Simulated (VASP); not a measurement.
# AlN (R-3m) in VASP: single point with PBE

Aim: the single point of AlN with PBE.

All numbers are computed with VASP 6.6.1; they aren't measurements. Logs are shortened: lines on timing, memory, paths and dates and some standing lists are left out, and cuts for length are marked.

**1. The cell of the first run**

Symmetry: R-3m, No. 166, trigonal system. The conventional cell has a = 2.948 Å, b = 2.948 Å, c = 6.715 Å, α = 90.00°, β = 90.00°, γ = 120.00°. Al (site symmetry -3m) has 6 N at 2.04 Å within 2.7 Å. Within 2.7 Å of N (site symmetry -3m) lie 6 Al at 2.04 Å.

**2. Single point, PBE**

Input file INCAR:

```
ALGO = Normal
EDIFF = 1E-7
ENCUT = 520
GGA = PE
ISIF = 2
ISMEAR = 0
LASPH = T
LCHARG = T
LELF = T
LREAL = F
LVHAR = T
LWAVE = F
NBANDS = 11
NELM = 100
PREC = Accurate
SIGMA = 0.05
```

Input file KPOINTS:

```
k-points
0
Gamma
  10 10 10
```

Input file POSCAR:

```
AlN
1.0
   -0.0972688993      1.9870646567      1.9870646567
    1.9870646567     -0.0972688993      1.9870646567
    1.9870646567      1.9870646567     -0.0972688993
Al N
1 1
Direct
    0.5000000000      0.5000000000      0.5000000000
    0.0000000000      0.0000000000      0.0000000000
```

Potentials or basis: VASP PAW PBE potentials, release 64 (Al, N).

Run with:

```console
$ cat potpaw_PBE.64/Al/POTCAR potpaw_PBE.64/N/POTCAR > POTCAR
$ mpirun -np 1 vasp_std > vasp.out
```

OUTCAR:

```text
EDIFF = 1E-7
   ENCUT = 520
   GGA = PE
   ISIF = 2
   ISMEAR = 0
   LASPH = T
   LREAL = F
   NELM = 100
   PREC = Accurate

 ion  position               nearest neighbor table
   1  0.500  0.500  0.500-   2 2.04   2 2.04   2 2.04   2 2.04   2 2.04   2 2.04
   2  0.000  0.000  0.000-   1 2.04   1 2.04   1 2.04   1 2.04   1 2.04   1 2.04

  LATTYP: Found a trigonal (rhomboedric) cell.
 ALAT       =     2.8118166972
 COS(alpha) =     0.4505091948

  Lattice vectors:

 A1 = (  -0.0972688993,   1.9870646567,   1.9870646567)
 A2 = (   1.9870646567,  -0.0972688993,   1.9870646567)
 A3 = (   1.9870646567,   1.9870646567,  -0.0972688993)

Analysis of symmetry for initial positions (statically):
=====================================================================
 Subroutine PRICEL returns:
 Original cell was already a primitive cell.

 Routine SETGRP: Setting up the symmetry group for a
 trigonal (rhombohedral) supercell.

 Subroutine GETGRP returns: Found 12 space group operations
 (whereof 12 operations were pure point group operations)
 out of a pool of 12 trial point group operations.

The static configuration has the point symmetry D_3d.

Analysis of symmetry for dynamics (positions and initial velocities):
=====================================================================
 Subroutine PRICEL returns:
 Original cell was already a primitive cell.

 Routine SETGRP: Setting up the symmetry group for a
 trigonal (rhombohedral) supercell.

 Subroutine GETGRP returns: Found 12 space group operations
 (whereof 12 operations were pure point group operations)
 out of a pool of 12 trial point group operations.

The dynamic configuration has the point symmetry D_3d.

 Subroutine INISYM returns: Found 12 space group operations
 (whereof 12 operations are pure point group operations),
 and found     1 'primitive' translations

----------------------------------------------------------------------------------------

                                     Primitive cell

  volume of cell :      16.8428

  direct lattice vectors                    reciprocal lattice vectors
    -0.097268899  1.987064657  1.987064657    -0.233866214  0.245903445  0.245903445
     1.987064657 -0.097268899  1.987064657     0.245903445 -0.233866214  0.245903445
     1.987064657  1.987064657 -0.097268899     0.245903445  0.245903445 -0.233866214

  length of vectors
[... 83 lines left out ...]
   LREAL  =      F    real-space projection
   EDIFFG = 0.1E-05   stopping-criterion for IOM
   NSW    =      0    number of steps for IOM
   IBRION =     -1    ionic relax: 0-MD 1-quasi-New 2-CG
   NFREE  =      0    steps in history (QN), initial steepest desc. (CG)
   ISIF   =      2    stress and relaxation
   ISYM   =      2    0-nonsym 1-usesym 2-fastsym
   POTIM  = 0.5000    time-step for ionic-motion
   TEBEG  =    0.0;   TEEND  =   0.0 temperature during run
   PSTRESS=    0.0 pullay stress
   NELECT =       8.0000    total number of electrons
   NUPDOWN=      -1.0000    fix difference up-down
   EMIN   =  10.00;   EMAX   =-10.00  energy-range for DOS
   EFERMI =   0.00;   METHOD = LEGACY
   ISMEAR =     0;   SIGMA  =   0.05  broadening in eV -4-tet -1-fermi 0-gaus
   EFERMI_NEDOS =   21; number of points for ismear=-14 and -15
   IALGO  =     38    algorithm
   IMIX   =      4    mixing-type and parameters
     AMIX     =   0.40;   BMIX     =  1.00
     AMIX_MAG =   1.60;   BMIX_MAG =  1.00
  volume/ion in A,a.u.               =       8.42        56.83
  Fermi-wavevector in a.u.,A,eV,Ry     =   1.277321  2.413786 22.198561  1.631548
  Thomas-Fermi vector in A             =   2.409927
   LORBIT       =      0    0 simple, 1 ext, 2 COOP (PROOUT), +10 PAW based schemes
   GGA     = PE    functional components
   LHFCALC =     F    Hartree Fock is set to
   AEXX    =    0.0000 exact exchange contribution
   IVDW    =     0    specifies the selected vdW correction
   LEPSILON=     F    determine dielectric tensor
   LRPA    =     F    only Hartree local field effects (RPA)
 non-spin polarized calculation
 Gauss-broadening in eV      SIGMA  =   0.05
  energy-cutoff  :      520.00
  volume of cell :       16.84
 maximum number of plane-waves:       471
 NGX is ok and might be reduce to    24
   NGX = 11   NGY = 11   NGZ = 11

 number of electron       8.0000001 magnetization

 Free energy of the ion-electron system (eV)
  ---------------------------------------------------
  ext. energy  EPLUGINS =         0.00000000
  ---------------------------------------------------
  free energy    TOTEN  =       -14.43917545 eV

  energy without entropy =      -14.43917545  energy(sigma->0) =      -14.43917545

 E-fermi :  10.6065     XC(G=0): -12.1999

 val. band max:       10.3350180299   @ k =   0.0000   0.0000   0.0000
 cond. band min:      13.7011143516   @ k =   0.5000   0.5000  -0.0000
 fundamental gap:      3.3660963217
 Fermi energy:        10.6064821698

 k-point     1 :       0.0000    0.0000    0.0000
  band No.  band energies     occupation
      1      -7.6485      2.00000
      2       9.4364      2.00000
      3       9.4364      2.00000
      4      10.3350      2.00000
      5      14.9351      0.00000
      6      21.1015      0.00000
      7      21.1015      0.00000
      8      23.6221      0.00000
      9      26.5183      0.00000
     10      27.4658      0.00000
     11      27.4658      0.00000
[... 309 lines left out ...]
 k-point    24 :       0.4000    0.3000    0.0000
  band No.  band energies     occupation
      1      -4.6949      2.00000
      2       3.9051      2.00000
      3       6.6341      2.00000
      4       7.9880      2.00000
      5      15.6904      0.00000
      6      16.6514      0.00000
      7      21.4797      0.00000
      8      25.4501      0.00000
      9      25.6072      0.00000
     10      31.4563      0.00000
     11      34.0546      0.00000

 [... further k-points ...]
[... 5 lines left out ...]
  --------------------------------------------------------------------------------------
  -------------------------------------------------------------------------------------
  Total        0.0424776      0.0424776      0.0424776      1.4255708      1.4255708      1.4255708
  in kB        4.0406973      4.0406973      4.0406973    135.6078337    135.6078337    135.6078337
  external PRESSURE =       4.0406973 kB  Pullay stress =       0.0000000 kB

 VOLUME and BASIS-vectors are now :
 -----------------------------------------------------------------------------
  energy-cutoff  :      520.00
  volume of cell :       16.84
      direct lattice vectors                 reciprocal lattice vectors
    -0.097268899  1.987064657  1.987064657    -0.233866214  0.245903445  0.245903445
     1.987064657 -0.097268899  1.987064657     0.245903445 -0.233866214  0.245903445
     1.987064657  1.987064657 -0.097268899     0.245903445  0.245903445 -0.233866214

 POSITION                                       TOTAL-FORCE (eV/Angst)
 -----------------------------------------------------------------------------------
      1.93843      1.93843      1.93843         0.000000     -0.000000      0.000000
      0.00000      0.00000      0.00000        -0.000000      0.000000     -0.000000
 -----------------------------------------------------------------------------------
    total drift:                                0.000000     -0.000000     -0.000000

  FREE ENERGIE OF THE ION-ELECTRON SYSTEM (eV)
  ---------------------------------------------------
  free  energy   TOTEN  =       -14.4391754501 eV

  energy  without entropy=      -14.4391754501  energy(sigma->0) =      -14.43917545
```

stdout:

```text
POSCAR found type information on POSCAR AlN
 POSCAR found :  2 types and       2 ions
 scaLAPACK will be used
 LDA part: xc-table for (Slater+PW92), standard interpolation
 POSCAR, INCAR and KPOINTS ok, starting setup
 FFT: planning ... GRIDC
 FFT: planning ... GRID_SOFT
 FFT: planning ... GRID
 WAVECAR not read
 entering main loop
```

Run time: 15 s. Hardware: 1 thread of Intel Xeon Platinum 8259CL at 2.50GHz (Skylake/Cascade Lake), shared host; peak memory 0.14 GiB.

Results:

```yaml
Free_energy: -14.4392 eV
Pressure: 0.4 GPa
Band_gap_on_the_k_mesh: 3.37 eV, indirect (least direct gap 4.60 eV)
```

Stress tensor (GPa, compression positive):
```
 0.40 13.56 13.56
13.56  0.40 13.56
13.56 13.56  0.40
```
